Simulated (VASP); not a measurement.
# Pd (P6_3/mmc) in VASP: single point with PBE0

Aim: the single point of Pd with PBE0.

Everything below comes from runs of VASP 6.6.1. Logs are shortened: lines on timing, memory, paths and dates and some standing lists are left out, and cuts for length are marked.

### 1 The cell of the first run

The structure is hexagonal, space group P6_3/mmc (No. 194). The conventional cell has a = 2.720 Å, b = 2.720 Å, c = 4.630 Å, α = 90.00°, β = 90.00°, γ = 120.00°. Pd (site symmetry -6m2) has 12 Pd at 2.72 to 2.80 Å within 3.6 Å.

This isn't the form of Pd at room conditions, which is fcc.

### 2 Single point, PBE0

POSCAR

```
Pd
1.0
    2.7195744521      0.0000000000      0.0000000000
   -1.3597872261      2.3552205630      0.0000000000
    0.0000000000      0.0000000000      4.6302472460
Pd
2
Direct
    0.3333333333      0.6666666667      0.2500000000
    0.6666666667      0.3333333333      0.7500000000
```

INCAR.step1

```
SYSTEM = Pd
PREC = Accurate
ENCUT = 520
EDIFF = 1E-5
ISMEAR = -1
SIGMA = 0.05
LREAL = .FALSE.
LASPH = .TRUE.
NELM = 100
ALGO = Normal
ISIF = 2
LWAVE = .TRUE.
LCHARG = .FALSE.
GGA = PE
NBANDS = 17
```

INCAR.step2

```
SYSTEM = Pd
PREC = Accurate
ENCUT = 520
EDIFF = 1E-6
ISMEAR = -1
SIGMA = 0.05
LREAL = .FALSE.
LASPH = .TRUE.
NELM = 100
ALGO = Normal
ISIF = 2
LWAVE = .FALSE.
LCHARG = .FALSE.
GGA = PE
LHFCALC = .TRUE.
AEXX = 0.25
PRECFOCK = Normal
ISTART = 1
NBANDS = 17
```

KPOINTS

```
Automatic mesh
0
G
  6 6 3
  0 0 0
```

Potentials or basis: VASP PAW PBE potentials, release 64 (Pd).

Run with:

```sh
$ cat potpaw_PBE.64/Pd/POTCAR > POTCAR
$ cp INCAR.step1 INCAR
$ mpirun -np 1 vasp_std > vasp.out
$ cp INCAR.step2 INCAR
$ mpirun -np 1 vasp_std > vasp.out
```

OUTCAR:

```text
SYSTEM = Pd
   PREC = Accurate
   ENCUT = 520
   EDIFF = 1E-6
   ISMEAR = -1
   LREAL = .FALSE.
   LASPH = .TRUE.
   NELM = 100
   ISIF = 2
   GGA = PE
   LHFCALC = .TRUE.
   AEXX = 0.25
   PRECFOCK = Normal
   ISTART = 1

 ion  position               nearest neighbor table
   1  0.333  0.667  0.250-   2 2.80   2 2.80   2 2.80   2 2.80   2 2.80   2 2.80
   2  0.667  0.333  0.750-   1 2.80   1 2.80   1 2.80   1 2.80   1 2.80   1 2.80

  LATTYP: Found a hexagonal cell.
 ALAT       =     2.7195744521
 C/A-ratio  =     1.7025631501

  Lattice vectors:

 A1 = (   2.7195744521,   0.0000000000,   0.0000000000)
 A2 = (  -1.3597872261,   2.3552205630,   0.0000000000)
 A3 = (   0.0000000000,   0.0000000000,   4.6302472460)

Analysis of symmetry for initial positions (statically):
=====================================================================
 Subroutine PRICEL returns:
 Original cell was already a primitive cell.

 Routine SETGRP: Setting up the symmetry group for a
 hexagonal supercell.

 Subroutine GETGRP returns: Found 24 space group operations
 (whereof 12 operations were pure point group operations)
 out of a pool of 24 trial point group operations.

The static configuration has the point symmetry D_3d.
 The point group associated with its full space group is D_6h.

Analysis of symmetry for dynamics (positions and initial velocities):
=====================================================================
 Subroutine PRICEL returns:
 Original cell was already a primitive cell.

 Routine SETGRP: Setting up the symmetry group for a
 hexagonal supercell.

 Subroutine GETGRP returns: Found 24 space group operations
 (whereof 12 operations were pure point group operations)
 out of a pool of 24 trial point group operations.

The dynamic configuration has the point symmetry D_3d.
 The point group associated with its full space group is D_6h.

 Subroutine INISYM returns: Found 24 space group operations
 (whereof 12 operations are pure point group operations),
 and found     1 'primitive' translations

----------------------------------------------------------------------------------------

                                     Primitive cell

  volume of cell :      29.6576

  direct lattice vectors                    reciprocal lattice vectors
[... 80 lines left out ...]
   IBRION =     -1    ionic relax: 0-MD 1-quasi-New 2-CG
   NFREE  =      0    steps in history (QN), initial steepest desc. (CG)
   ISIF   =      2    stress and relaxation
   ISYM   =      3    0-nonsym 1-usesym 2-fastsym
   POTIM  = 0.5000    time-step for ionic-motion
   TEBEG  =    0.0;   TEEND  =   0.0 temperature during run
   PSTRESS=    0.0 pullay stress
   NELECT =      20.0000    total number of electrons
   NUPDOWN=      -1.0000    fix difference up-down
   EMIN   =  10.00;   EMAX   =-10.00  energy-range for DOS
   EFERMI =   0.00;   METHOD = LEGACY
   ISMEAR =    -1;   SIGMA  =   0.05  broadening in eV -4-tet -1-fermi 0-gaus
   EFERMI_NEDOS =   21; number of points for ismear=-14 and -15
   IALGO  =     38    algorithm
   IMIX   =      1    mixing-type and parameters
     AMIX     =   0.40;   BMIX     =  1.00
     AMIX_MAG =   1.60;   BMIX_MAG =  1.00
  volume/ion in A,a.u.               =      14.83       100.07
  Fermi-wavevector in a.u.,A,eV,Ry     =   1.435619  2.712927 28.041641  2.061002
  Thomas-Fermi vector in A             =   2.554898
   LORBIT       =      0    0 simple, 1 ext, 2 COOP (PROOUT), +10 PAW based schemes
   GGA     = PE    functional components
   LHFCALC =     T    Hartree Fock is set to
   PRECFOCK=normal    Normal, Fast or Accurate (Low or Medium for compatibility)
   ENCUT4O =  -1.0   cutoff for four orbital integrals eV
   NKREDX  =     1    reduce k-point grid by
   NKREDY  =     1    reduce k-point grid by
   NKREDZ  =     1    reduce k-point grid by
   AEXX    =    0.2500 exact exchange contribution
   HFSCREEN=    0.0000 screening length (either q_TF or 0.3 A-1)
   HFSCREENC=   0.0000 screening length for correlation (either q_TF or 0.3 A-1)
   ENCUTFOCK=  -1.0 apply spherical cutoff to Coloumb kernel
   IVDW    =     0    specifies the selected vdW correction
   LEPSILON=     F    determine dielectric tensor
   LRPA    =     F    only Hartree local field effects (RPA)
 non-spin polarized calculation
  energy-cutoff  :      520.00
  volume of cell :       29.66
 maximum number of plane-waves:       825
  NGX = 16; NGY = 16; NGZ = 28

 number of electron      20.0000004 magnetization

 Free energy of the ion-electron system (eV)
  ---------------------------------------------------
  ext. energy  EPLUGINS =         0.00000000
  ---------------------------------------------------
  free energy    TOTEN  =       -13.05405279 eV

  energy without entropy =      -13.05014486  energy(sigma->0) =      -13.05209882

 E-fermi :   9.1014     XC(G=0): -10.2866

 val. band max:        8.5734769815   @ k =   0.3333   0.1667   0.0000
 cond. band min:       9.2472962103   @ k =   0.1667   0.1667   0.3333
 fundamental gap:      0.6738192288
 Fermi energy:         9.1013937301

 k-point     1 :       0.0000    0.0000    0.0000
  band No.  band energies     occupation
      1       1.1092      2.00000
      2       2.6577      2.00000
      3       4.9489      2.00000
      4       5.2769      2.00000
      5       5.2769      2.00000
      6       5.6327      2.00000
[... 257 lines left out ...]
      4       4.6692      2.00000
      5       5.3148      2.00000
      6       5.3148      2.00000
[... 9 lines left out ...]
     16      21.0989      0.00000
     17      29.0549      0.00000

------------------------ aborting loop because EDIFF is reached ----------------------------------------

  FORCE on cell =-STRESS in cart. coord.  units (eV):
  Direction    XX          YY          ZZ          XY          YZ          ZX
  --------------------------------------------------------------------------------------
  -------------------------------------------------------------------------------------
  Total        0.0256940      0.0256940      0.0327327     -0.0000000      0.0000000     -0.0000000
  in kB        1.3880495      1.3880495      1.7682979     -0.0000000      0.0000000     -0.0000000
  external PRESSURE =       1.5147990 kB  Pullay stress =       0.0000000 kB

 VOLUME and BASIS-vectors are now :
 -----------------------------------------------------------------------------
  energy-cutoff  :      520.00
  volume of cell :       29.66
      direct lattice vectors                 reciprocal lattice vectors
     2.719574452  0.000000000  0.000000000     0.367704587  0.212294342  0.000000000
    -1.359787226  2.355220563  0.000000000     0.000000000  0.424588684  0.000000000
     0.000000000  0.000000000  4.630247246     0.000000000  0.000000000  0.215971188

 POSITION                                       TOTAL-FORCE (eV/Angst)
 -----------------------------------------------------------------------------------
     -0.00000      1.57015      1.15756         0.000000     -0.000000      0.000000
      1.35979      0.78507      3.47269        -0.000000      0.000000      0.000000
 -----------------------------------------------------------------------------------
    total drift:                               -0.000000      0.000000      0.000000

  FREE ENERGIE OF THE ION-ELECTRON SYSTEM (eV)
  ---------------------------------------------------
  free  energy   TOTEN  =       -13.0540527896 eV

  energy  without entropy=      -13.0501448555  energy(sigma->0) =      -13.05209882
```

Wall time 37 min (1 thread of Oxide Virtual Turin-like, shared host); peak memory 0.13 GiB.

What came out:

```yaml
Free_energy: -13.0541 eV
Pressure: 0.2 GPa
Band_gap_on_the_k_mesh: zero (bands 10 and 11 overlap by 1.71 eV)
```

Levels at points of the mesh, in eV from the Fermi level:
| k point | band 8 | band 9 | band 10 | band 11 | band 12 | band 13 |
| --- | --- | --- | --- | --- | --- | --- |
| (0.00, 0.00, 0.00) | -2.67 | -2.67 | -1.10 | -1.10 | 1.48 | 8.32 |
| (0.50, 0.00, 0.00) | -0.96 | 0.24 | 0.41 | 3.56 | 5.90 | 11.38 |

Caveat: the k points lie up to 0.45 Å⁻¹ apart, too coarse for converged energies and pressures of a metal; the PAW data sets were made with another functional, which shifts forces and pressure a little.
